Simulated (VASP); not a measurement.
ZrSnHg3:

```xyz
5
Lattice="4.8839 0.0000 0.0000 0.0000 4.8839 0.0000 0.0000 0.0000 4.8839" Properties=species:S:1:pos:R:3 pbc="T T T"
Zr    0.0000    0.0000    0.0000
Sn    2.4420    2.4420    2.4420
Hg    2.4420    0.0000    2.4420
Hg    0.0000    2.4420    2.4420
Hg    2.4420    2.4420    0.0000
```

The cell was built from a structure type or drawn by symmetry, and may not be a known phase.

| Item | Value |
| --- | --- |
| Program | VASP 6.6.1 |
| Task | relaxation of cell and atoms |
| Functional | PBE |
| Potentials or basis | VASP PAW PBE potentials, release 64 (Zr_sv, Sn_d, Hg) |
| Cutoff | 500 eV |
| k mesh | 4 × 4 × 4 |
| Occupations | gaussian, width 0.1 eV |
| Spin | no spin polarisation |

At the start: pressure 23.8 GPa; volume 23.30 Å³/atom.

How do energy, volume and symmetry change on relaxing?

Over 3 steps the energy falls by 414.8 meV/atom and the volume is 30.69 Å³/atom (+31.7 %); space group Pm-3m (No. 221, to 0.1 Å) before and after.

The path:
```csv
step,energy change (eV),largest force (eV/Å),pressure (GPa),volume (Å³)
1,0.0000,0.0000,23.79,116.50
2,-1.5569,0.0000,-4.38,185.10
3,-2.0739,0.0000,0.17,153.46
```

Final structure:
```xyz
5
Lattice="5.3539 0.0000 0.0000 0.0000 5.3539 0.0000 0.0000 0.0000 5.3539" Properties=species:S:1:pos:R:3 pbc="T T T"
Zr    0.0000    0.0000    0.0000
Sn    2.6769    2.6769    2.6769
Hg    2.6769    0.0000    2.6769
Hg    0.0000    2.6769    2.6769
Hg    2.6769    2.6769    0.0000
```

Caveat: the volume moved by over 15 % at a fixed basis, so the end points are rough.
